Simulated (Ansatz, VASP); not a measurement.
**ReW4: VASP beside Ansatz**

```
W Re
1.0
     3.13487    0.00000    0.00000
     0.00000    3.13487    0.00000
     0.00000    0.00000   22.26970
W Re
4 1
Direct
  0.00000 0.00000 0.36576
  0.50000 0.50000 0.42859
  0.50000 0.50000 0.57141
  0.00000 0.00000 0.63424
  0.00000 0.00000 0.50000
```

Alike in both runs: task single point; functional LDA; k mesh 12 × 12 × 1; occupations fermi-dirac, width 0.1 eV; no spin polarisation.

```csv
,VASP,Ansatz
version,VASP 6.6.1,Ansatz 0.2.0
potentials or method,"VASP PAW LDA potentials, release 64 (W_sv, Re), cutoff 520 eV","all-electron LAPW, scalar-relativistic"
```

|  | VASP | Ansatz | Ansatz less VASP |
| --- | --- | --- | --- |
| rms of the force components (eV/Å) | 0.035 | 0.079 | +0.0437 |

LDA's correlation is that of Perdew and Zunger in VASP and of Perdew and Wang (1992) in Ansatz. Ansatz ran all-electron here, and VASP with PAW potentials.

Spin-orbit coupling is off throughout.
